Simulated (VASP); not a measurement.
Runs of VASP 6.6.1 on Si2W. The structure is that of space group I4/mmm (No. 139), or close to it. The cells are those of the table. 

| cell | k mesh | gap on the mesh (eV) | pressure (GPa) | largest force (eV/Å) |
| --- | --- | --- | --- | --- |
| a = 4.515 Å, angles 138.3, 138.3, 60.5°, 3 atoms | 8 × 8 × 8 | none | 4.2 | (a) |
| a = 4.548 Å, angles 138.4, 138.4, 60.3°, 3 atoms | 18 × 18 × 18 | none | 0.1 | - |
| a = 3.229, b = 3.229, c = 4.548 Å, angles 110.8, 69.2, 90.0°, 3 atoms | 11 × 11 × 9 | none | 0.1 | 0.02 |
| a = 4.548 Å, angles 138.4, 138.4, 60.3°, 3 atoms | 18 × 18 × 18, shifted | none | 0.1 | - |

Alike in all rows: task single point; level PBE; potentials or basis VASP PAW PBE potentials, release 64 (Si, W_sv); no spin polarisation; cutoff (eV) 520; smearing gaussian 0.1 eV.

Question: Fill in the values left out.

Answer: (a) 0.08.

Caveats: spin-orbit coupling is left out, which moves the levels of the heavy elements.

A k mesh can miss the band edges, and the runs leave out spin-orbit coupling on W.

A gap of «none» marks levels without a gap at the run's occupations.
